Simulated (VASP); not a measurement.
CsZn4As3, 8 atoms in the cell. It takes space group P4/mmm (No. 123, tetragonal). Conventional cell: a = 4.224 Å, b = 4.224 Å, c = 10.685 Å, α = 90.00°, β = 90.00°, γ = 90.00°. Within 5.0 Å of Cs (site symmetry 4/mmm) lie 8 As at 3.78 Å and 4 Cs at 4.22 Å and 8 Zn at 4.25 Å. Zn (site symmetry 2mm) has 4 As at 2.52 to 2.68 Å and 5 Zn at 2.99 to 3.31 Å within 3.4 Å. Within 3.3 Å of As (site symmetry 4mm) lie 4 Zn at 2.52 Å. Within 3.5 Å of As (site symmetry 4/mmm) lie 8 Zn at 2.68 Å. 

```yaml
Program: VASP 6.6.1
Task: single point
Functional: r2SCAN
Potentials_or_basis: VASP PAW PBE potentials, release 64 (Cs_sv, Zn, As)
Cutoff: 520 eV
k_mesh: 6 × 6 × 3
Occupations: methfessel-paxton, width 0.0264 eV
Spin: no spin polarisation
Dipole_correction: no
Further_INCAR_settings: ALGO = Normal; EDIFF = 1e-07; NBANDS = 46
```

Potentials or basis: VASP PAW PBE potentials, release 64 (Cs_sv, Zn, As).

The run is started by

```sh
$ cat potpaw_PBE.64/Cs_sv/POTCAR potpaw_PBE.64/Zn/POTCAR potpaw_PBE.64/As/POTCAR > POTCAR
$ cp INCAR.step1 INCAR
$ mpirun -np 1 vasp_std > vasp.out
$ cp INCAR.step2 INCAR
$ mpirun -np 1 vasp_std > vasp.out
```

Hardware: 1 thread of Intel Xeon 8259CL (shared host).

**Question.** Estimate the wall time of this run.

**Answer.** Run time: 17 min on 1 thread of Intel Xeon 8259CL, on a shared host, peak memory 0.4 GiB. Counts: k points 20.
